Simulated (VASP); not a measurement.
# NaH (Pm-3m) in VASP: a series of runs

NaH is run at these levels: PBE; tasks: single point.

Program: VASP 6.6.1. These are calculated values, not measurements. Logs are shortened: lines on timing, memory, paths and dates and some standing lists are left out, and cuts for length are marked.

### Step 1. The cell of the first run

Symmetry: Pm-3m, No. 221, cubic system. The conventional cell has a = 2.980 Å, b = 2.980 Å, c = 2.980 Å, α = 90.00°, β = 90.00°, γ = 90.00°. Within 3.4 Å of Na (site symmetry m-3m) lie 8 H at 2.58 Å and 6 Na at 2.98 Å. Within 3.4 Å of H (site symmetry m-3m) lie 8 Na at 2.58 Å and 6 H at 2.98 Å.

### Step 2. Single point, PBE (volume changed by +5%)

Contents of INCAR:

```
SYSTEM = NaH
PREC     = Accurate       ! precision mode
ENCUT    = 520            ! plane-wave cutoff, eV
EDIFF    = 1E-6           ! SCF threshold, eV
ISMEAR   = 0              ! smearing method
SIGMA    = 0.01           ! smearing width, eV
LREAL    = .FALSE.        ! projectors in reciprocal space
LASPH    = .TRUE.         ! aspherical terms in the spheres
NELM     = 100            ! most SCF steps
ALGO     = Normal         ! electronic algorithm
ISIF     = 2              ! what is computed and relaxed
LWAVE    = .FALSE.        ! write WAVECAR
LCHARG   = .FALSE.        ! write CHGCAR
GGA      = PE             ! functional
NBANDS   = 11             ! bands
```

Contents of KPOINTS:

```
Automatic mesh
0
G
  6 6 6
  0 0 0
```

Contents of POSCAR:

```
NaH
1.0
    2.9804717380      0.0000000000      0.0000000000
    0.0000000000      2.9804717380      0.0000000000
    0.0000000000      0.0000000000      2.9804717380
Na H
1 1
Direct
    0.0000000000      0.0000000000      0.0000000000
    0.5000000000      0.5000000000      0.5000000000
```

Potentials or basis: VASP PAW PBE potentials, release 64 (Na_pv, H).

Launch:

```sh
$ cat potpaw_PBE.64/Na_pv/POTCAR potpaw_PBE.64/H/POTCAR > POTCAR
$ mpirun -np 1 vasp_std > vasp.out
```

OUTCAR:

```text
SYSTEM = NaH
   PREC = Accurate
   ENCUT = 520
   EDIFF = 1E-6
   ISMEAR = 0
   LREAL = .FALSE.
   LASPH = .TRUE.
   NELM = 100
   ISIF = 2
   GGA = PE

 ion  position               nearest neighbor table
   1  0.000  0.000  0.000-
   2  0.500  0.500  0.500-

  LATTYP: Found a simple cubic cell.
 ALAT       =     2.9804717380

  Lattice vectors:

 A1 = (   2.9804717380,   0.0000000000,   0.0000000000)
 A2 = (   0.0000000000,   2.9804717380,   0.0000000000)
 A3 = (   0.0000000000,   0.0000000000,   2.9804717380)

Analysis of symmetry for initial positions (statically):
=====================================================================
 Subroutine PRICEL returns:
 Original cell was already a primitive cell.

 Routine SETGRP: Setting up the symmetry group for a
 simple cubic supercell.

 Subroutine GETGRP returns: Found 48 space group operations
 (whereof 48 operations were pure point group operations)
 out of a pool of 48 trial point group operations.

The static configuration has the point symmetry O_h .

Analysis of symmetry for dynamics (positions and initial velocities):
=====================================================================
 Subroutine PRICEL returns:
 Original cell was already a primitive cell.

 Routine SETGRP: Setting up the symmetry group for a
 simple cubic supercell.

 Subroutine GETGRP returns: Found 48 space group operations
 (whereof 48 operations were pure point group operations)
 out of a pool of 48 trial point group operations.

The dynamic configuration has the point symmetry O_h .

 Subroutine INISYM returns: Found 48 space group operations
 (whereof 48 operations are pure point group operations),
 and found     1 'primitive' translations

----------------------------------------------------------------------------------------

                                     Primitive cell

  volume of cell :      26.4762

  direct lattice vectors                    reciprocal lattice vectors
     2.980471738  0.000000000  0.000000000     0.335517357  0.000000000  0.000000000
     0.000000000  2.980471738  0.000000000     0.000000000  0.335517357  0.000000000
     0.000000000  0.000000000  2.980471738     0.000000000  0.000000000  0.335517357

  length of vectors
     2.980471738  2.980471738  2.980471738     0.335517357  0.335517357  0.335517357

  position of ions in fractional coordinates (direct lattice)
     0.000000000  0.000000000  0.000000000
     0.500000000  0.500000000  0.500000000

  ion indices of the primitive-cell ions
   primitive index   ion index
                 1           1
                 2           2

----------------------------------------------------------------------------------------

 KPOINTS: Automatic mesh

Automatic generation of k-mesh.
 Grid dimensions read from file:
 generate k-points for:    6    6    6

 Generating k-lattice:

  Cartesian coordinates                     Fractional coordinates (reciprocal lattice)
     0.055919559  0.000000000  0.000000000     0.166666667  0.000000000  0.000000000
     0.000000000  0.055919559  0.000000000     0.000000000  0.166666667  0.000000000
     0.000000000  0.000000000  0.055919559     0.000000000  0.000000000  0.166666667

  Length of vectors
     0.055919559  0.055919559  0.055919559

  Shift w.r.t. Gamma in fractional coordinates (k-lattice)
     0.000000000  0.000000000  0.000000000

 Subroutine IBZKPT returns following result:
 ===========================================

 Found     20 irreducible k-points:

 Following reciprocal coordinates:
            Coordinates               Weight
  0.000000  0.000000  0.000000      1.000000
  0.166667  0.000000  0.000000      6.000000
  0.333333  0.000000  0.000000      6.000000
  0.500000  0.000000  0.000000      3.000000
  0.166667  0.166667  0.000000     12.000000
  0.333333  0.166667  0.000000     24.000000
[... 12 lines left out ...]
  0.500000  0.500000  0.333333      6.000000
  0.500000  0.500000  0.500000      1.000000
   k-points           NKPTS =     20   k-points in BZ     NKDIM =     20   number of bands    NBANDS=     11
   number of dos      NEDOS =    301   number of ions     NIONS =      2
   total plane-waves  NPLWV =  13824
   dimension x,y,z NGX =    24 NGY =   24 NGZ =   24
   dimension x,y,z NGXF=    48 NGYF=   48 NGZF=   48
   ions per type =               1   1
   NGX,Y,Z   is equivalent  to a cutoff of  13.39, 13.39, 13.39 a.u.
   NGXF,Y,Z  is equivalent  to a cutoff of  26.77, 26.77, 26.77 a.u.
 SYSTEM =  NaH
   PREC   = accura    normal or accurate (medium, high low for compatibility)
   ISTART =      0    job   : 0-new  1-cont  2-samecut
   ICHARG =      2    charge: 1-file 2-atom 10-const
   ISPIN  =      1    spin polarized calculation?
   LNONCOLLINEAR =      F non collinear calculations
   LSORBIT =      F    spin-orbit coupling
   LASPH  =      T    aspherical Exc in radial PAW
   ENCUT  =  520.0 eV  38.22 Ry    6.18 a.u.   5.54  5.54  5.54*2*pi/ulx,y,z
   NELM   =    100;   NELMIN=  2; NELMDL= -5     # of ELM steps
   EDIFF  = 0.1E-05   stopping-criterion for ELM
   LREAL  =      F    real-space projection
   EDIFFG = 0.1E-04   stopping-criterion for IOM
   NSW    =      0    number of steps for IOM
   IBRION =     -1    ionic relax: 0-MD 1-quasi-New 2-CG
   NFREE  =      0    steps in history (QN), initial steepest desc. (CG)
   ISIF   =      2    stress and relaxation
   ISYM   =      2    0-nonsym 1-usesym 2-fastsym
   POTIM  = 0.5000    time-step for ionic-motion
   TEBEG  =    0.0;   TEEND  =   0.0 temperature during run
   PSTRESS=    0.0 pullay stress
   NELECT =       8.0000    total number of electrons
   NUPDOWN=      -1.0000    fix difference up-down
   EMIN   =  10.00;   EMAX   =-10.00  energy-range for DOS
   EFERMI =   0.00;   METHOD = LEGACY
   ISMEAR =     0;   SIGMA  =   0.01  broadening in eV -4-tet -1-fermi 0-gaus
   EFERMI_NEDOS =   21; number of points for ismear=-14 and -15
   IALGO  =     38    algorithm
   IMIX   =      4    mixing-type and parameters
     AMIX     =   0.40;   BMIX     =  1.00
     AMIX_MAG =   1.60;   BMIX_MAG =  1.00
  volume/ion in A,a.u.               =      13.24        89.33
  Fermi-wavevector in a.u.,A,eV,Ry     =   1.098550  2.075958 16.419675  1.206812
  Thomas-Fermi vector in A             =   2.234929
   LORBIT       =      0    0 simple, 1 ext, 2 COOP (PROOUT), +10 PAW based schemes
   GGA     = PE    functional components
   LHFCALC =     F    Hartree Fock is set to
   AEXX    =    0.0000 exact exchange contribution
   IVDW    =     0    specifies the selected vdW correction
   LEPSILON=     F    determine dielectric tensor
   LRPA    =     F    only Hartree local field effects (RPA)
 non-spin polarized calculation
 Gauss-broadening in eV      SIGMA  =   0.01
  energy-cutoff  :      520.00
  volume of cell :       26.48
 maximum number of plane-waves:       739
 NGX is ok and might be reduce to    24
   NGX = 11   NGY = 11   NGZ = 11

 number of electron       7.9999994 magnetization

 Free energy of the ion-electron system (eV)
  ---------------------------------------------------
  ext. energy  EPLUGINS =         0.00000000
  ---------------------------------------------------
  free energy    TOTEN  =        -4.77023835 eV

  energy without entropy =       -4.77023835  energy(sigma->0) =       -4.77023835

 E-fermi :   1.2925     XC(G=0):  -8.0697

 val. band max:        1.1706267241   @ k =   0.5000   0.5000   0.5000
 cond. band min:       2.1995287053   @ k =   0.5000   0.0000   0.0000
 fundamental gap:      1.0289019812
 Fermi energy:         1.2925000214

 k-point     1 :       0.0000    0.0000    0.0000
  band No.  band energies     occupation
      1     -23.3849      2.00000
      2     -23.3849      2.00000
      3     -23.3849      2.00000
      4      -4.6271      2.00000
      5       9.6139      0.00000
      6      12.0316      0.00000
      7      12.0316      0.00000
      8      13.4887      0.00000
      9      13.4887      0.00000
     10      13.4887      0.00000
     11      26.4891      0.00000

 k-point     2 :       0.1667    0.0000    0.0000
  band No.  band energies     occupation
      1     -23.4263      2.00000
      2     -23.3813      2.00000
      3     -23.3813      2.00000
      4      -4.2059      2.00000
      5       7.3702      0.00000
      6      10.9061      0.00000
      7      12.4816      0.00000
      8      13.8158      0.00000
      9      13.8158      0.00000
     10      17.8661      0.00000
     11      23.5339      0.00000

 k-point     3 :       0.3333    0.0000    0.0000
  band No.  band energies     occupation
      1     -23.5081      2.00000
      2     -23.3742      2.00000
      3     -23.3742      2.00000
      4      -3.0776      2.00000
      5       3.9238      0.00000
      6      11.4713      0.00000
      7      13.7901      0.00000
      8      14.7271      0.00000
      9      14.7271      0.00000
     10      19.8869      0.00000
     11      20.3242      0.00000

 k-point     4 :       0.5000    0.0000    0.0000
  band No.  band energies     occupation
      1     -23.5486      2.00000
      2     -23.3706      2.00000
      3     -23.3706      2.00000
      4      -2.1587      2.00000
      5       2.1995      0.00000
      6      11.8522      0.00000
      7      15.2137      0.00000
      8      15.5320      0.00000
      9      15.5320      0.00000
     10      17.5292      0.00000
     11      18.7338      0.00000
[... 183 lines left out ...]
 k-point    18 :       0.5000    0.3333    0.3333
  band No.  band energies     occupation
      1     -23.5103      2.00000
      2     -23.4708      2.00000
      3     -23.4667      2.00000
      4       0.0638      2.00000
      5       5.6726      0.00000
      6       7.7312      0.00000
      7       8.9656      0.00000
      8      10.8168      0.00000
      9      12.1132      0.00000
     10      14.0346      0.00000
     11      19.4585      0.00000

 k-point    19 :       0.5000    0.5000    0.3333
  band No.  band energies     occupation
      1     -23.5044      2.00000
      2     -23.5044      2.00000
      3     -23.4637      2.00000
      4       0.6225      2.00000
      5       6.8604      0.00000
      6       6.8604      0.00000
      7       9.4073      0.00000
      8       9.4334      0.00000
      9      12.1880      0.00000
     10      12.1880      0.00000
     11      18.1411      0.00000

 k-point    20 :       0.5000    0.5000    0.5000
  band No.  band energies     occupation
      1     -23.4988      2.00000
      2     -23.4988      2.00000
      3     -23.4988      2.00000
      4       1.1706      2.00000
      5       8.0335      0.00000
      6       8.0335      0.00000
      7       8.0335      0.00000
      8      10.1531      0.00000
      9      10.1531      0.00000
     10      10.1531      0.00000
     11      16.7748      0.00000

------------------------ aborting loop because EDIFF is reached ----------------------------------------

  FORCE on cell =-STRESS in cart. coord.  units (eV):
  Direction    XX          YY          ZZ          XY          YZ          ZX
  --------------------------------------------------------------------------------------
  -------------------------------------------------------------------------------------
  Total       -0.0718044     -0.0718044     -0.0718044      0.0000000      0.0000000     -0.0000000
  in kB       -4.3451668     -4.3451668     -4.3451668      0.0000000      0.0000000     -0.0000000
  external PRESSURE =      -4.3451668 kB  Pullay stress =       0.0000000 kB

 VOLUME and BASIS-vectors are now :
 -----------------------------------------------------------------------------
  energy-cutoff  :      520.00
  volume of cell :       26.48
      direct lattice vectors                 reciprocal lattice vectors
     2.980471738  0.000000000  0.000000000     0.335517357  0.000000000  0.000000000
     0.000000000  2.980471738  0.000000000     0.000000000  0.335517357  0.000000000
     0.000000000  0.000000000  2.980471738     0.000000000  0.000000000  0.335517357

 POSITION                                       TOTAL-FORCE (eV/Angst)
 -----------------------------------------------------------------------------------
      0.00000      0.00000      0.00000         0.000000      0.000000      0.000000
      1.49024      1.49024      1.49024         0.000000      0.000000      0.000000
 -----------------------------------------------------------------------------------
    total drift:                                0.000000      0.000000      0.000000

  FREE ENERGIE OF THE ION-ELECTRON SYSTEM (eV)
  ---------------------------------------------------
  free  energy   TOTEN  =        -4.7702383478 eV

  energy  without entropy=       -4.7702383478  energy(sigma->0) =       -4.77023835
```

It took 5.6 s on 1 thread of Intel Xeon 8259CL, shared host; peak memory 0.13 GiB.

Results:

```yaml
Free_energy: -4.7702 eV
Pressure: -0.4 GPa
Band_gap_on_the_k_mesh: 1.03 eV, indirect (least direct gap 4.36 eV)
```

Levels at points of the mesh, in eV from the valence-band top:
```csv
k point,band 1,band 2,band 3,band 4,band 5,band 6,band 7,band 8
"(0.00, 0.00, 0.00)",-24.56,-24.56,-24.56,-5.80,8.44,10.86,10.86,12.32
"(0.50, 0.00, 0.00)",-24.72,-24.54,-24.54,-3.33,1.03,10.68,14.04,14.36
"(0.50, 0.50, 0.00)",-24.69,-24.69,-24.53,-1.68,4.23,4.23,6.69,14.48
"(0.50, 0.50, 0.50)",-24.67,-24.67,-24.67,0.00,6.86,6.86,6.86,8.98
```

 A k mesh can miss the band edges.

### Step 3. Single point, PBE (volume changed by +10%)

Contents of INCAR:

```
SYSTEM = NaH
PREC = Accurate
ENCUT = 520
EDIFF = 1E-6
ISMEAR = 0
SIGMA = 0.01
LREAL = .False.
LASPH = .True.
NELM = 100
ALGO = Normal
ISIF = 2
LWAVE = .False.
LCHARG = .True.
GGA = PE
LELF = .True.
LVHAR = .True.
NBANDS = 11
```

Contents of KPOINTS:

```
Automatic mesh
0
Gamma
  6 6 6
  0 0 0
```

Contents of POSCAR:

```
NaH
1.0
    3.0270491322      0.0000000000      0.0000000000
    0.0000000000      3.0270491322      0.0000000000
    0.0000000000      0.0000000000      3.0270491322
Na H
1 1
Direct
    0.0000000000      0.0000000000      0.0000000000
    0.5000000000      0.5000000000      0.5000000000
```

Potentials or basis: VASP PAW PBE potentials, release 64 (Na_pv, H).

Launch:

```sh
$ cat potpaw_PBE.64/Na_pv/POTCAR potpaw_PBE.64/H/POTCAR > POTCAR
$ mpirun -np 1 vasp_std > vasp.out
```

It took 6.5 s on 1 thread of Intel Xeon 8259CL, shared host; peak memory 0.13 GiB.

The run converged. Its results:

* Free energy: -4.7637 eV
* Pressure: -1.4 GPa
* Band gap on the k mesh: 1.03 eV, indirect (least direct gap 4.23 eV)

Levels at points of the mesh, in eV from the valence-band top:
| k point | band 1 | band 2 | band 3 | band 4 | band 5 | band 6 | band 7 | band 8 | band 9 |
| --- | --- | --- | --- | --- | --- | --- | --- | --- | --- |
| (0.00, 0.00, 0.00) | -24.55 | -24.55 | -24.55 | -5.58 | 8.08 | 10.68 | 10.68 | 12.00 | 12.00 |
| (0.50, 0.00, 0.00) | -24.69 | -24.54 | -24.54 | -3.20 | 1.03 | 10.31 | 13.76 | 14.07 | 14.07 |
| (0.50, 0.50, 0.00) | -24.67 | -24.67 | -24.53 | -1.59 | 4.16 | 4.16 | 6.47 | 14.11 | 17.96 |
| (0.50, 0.50, 0.50) | -24.65 | -24.65 | -24.65 | 0.00 | 6.80 | 6.80 | 6.80 | 8.72 | 8.72 |

 A k mesh can miss the band edges.
